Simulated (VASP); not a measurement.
Wanted: the native input for a VASP 6.6.1 run.

```
Task                   : single point
Functional             : PBE
Potentials or basis    : VASP PAW PBE potentials, release 64 (Mg, O)
Cutoff                 : 520 eV
k mesh                 : 17 × 17 × 17
Occupations            : fermi-dirac, width 0.0612256 eV
Spin                   : no spin polarisation
Dipole correction      : no
Further INCAR settings : ALGO = Normal; EDIFF = 1e-06; NBANDS = 12
```

The structure of Mg2O (antifluorite type) lies in POSCAR:

```
Mg2O
1.0
    0.0000000000      2.7621397320      2.7621397320
    2.7621397320      0.0000000000      2.7621397320
    2.7621397320      2.7621397320      0.0000000000
Mg O
2 1
Direct
    0.2500000000      0.2500000000      0.2500000000
    0.7500000000      0.7500000000      0.7500000000
    0.0000000000      0.0000000000      0.0000000000
```

One way to write it, as run:

INCAR

```
PREC = Accurate ; ENCUT = 520
EDIFF = 1E-6 ; ISMEAR = -1
SIGMA = 0.06122561905347299 ; LREAL = F
LASPH = T ; NELM = 100
ALGO = Normal ; ISIF = 2
LWAVE = F ; LCHARG = F
GGA = PE ; NBANDS = 12
```

KPOINTS

```
Automatic mesh
0
Gamma
  17 17 17
```

Potentials or basis: VASP PAW PBE potentials, release 64 (Mg, O).

The run is started by

```console
$ cat potpaw_PBE.64/Mg/POTCAR potpaw_PBE.64/O/POTCAR > POTCAR
$ mpirun -np 1 vasp_std > vasp.out
```

It gave:

```
Pressure               : 3.7 GPa
Band gap on the k mesh : 0.20 eV (least direct gap 0.27 eV)
```

Caveat: the cell stands under pressure; an odd mesh through Γ misses points on the zone boundary, where band edges can lie.

Wall time 31 s on 1 thread of AMD EPYC 9R45 96-Core Processor (Zen 5) (shared host), peak memory 0.2 GiB.
